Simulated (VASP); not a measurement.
A run of VASP 6.6.1 is set up as follows.

Contents of INCAR:

```
SYSTEM = CsH
PREC = Accurate
ENCUT = 520
EDIFF = 1E-7
ISMEAR = 0
SIGMA = 0.05
LREAL = .FALSE.
LASPH = .TRUE.
NELM = 100
ALGO = Normal
ISIF = 2
LWAVE = .FALSE.
LCHARG = .FALSE.
GGA = CA
NBANDS = 12
```

KPOINTS

```
regular mesh
0
G
  8 8 8
  0 0 0
```

POSCAR

```
CsH
1.0
    3.8184085400      0.0000000000      0.0000000000
    0.0000000000      3.8184085400      0.0000000000
    0.0000000000      0.0000000000      3.8184085400
Cs H
1 1
Direct
    0.0000000000      0.0000000000      0.0000000000
    0.5000000000      0.5000000000      0.5491042271
```

Potentials or basis: VASP PAW LDA potentials, release 64 (Cs_sv, H).

Launch:

```bash
$ cat potpaw_LDA.64/Cs_sv/POTCAR potpaw_LDA.64/H/POTCAR > POTCAR
$ mpirun -np 1 vasp_std > vasp.out
```

Problem. What does it give for the largest force?

Solution. 0.058 eV/Å.

Problem. What does it give for the pressure?

Solution. -1.8 GPa.

Problem. Estimate the band gap on the k mesh.

Solution. 2.33 eV, indirect (least direct gap 2.50 eV).

Forces on the atoms (eV/Å):
```
Cs   0.000  0.000  0.058
H    0.000  0.000 -0.058
```

Caveat: the cell differs from its parent crystal (all H atoms moved +0.188 Å, as atom 2 along Cartesian [0 0 1]); spin-orbit coupling is left out, which moves the levels of the heavy elements. A k mesh can miss the band edges.
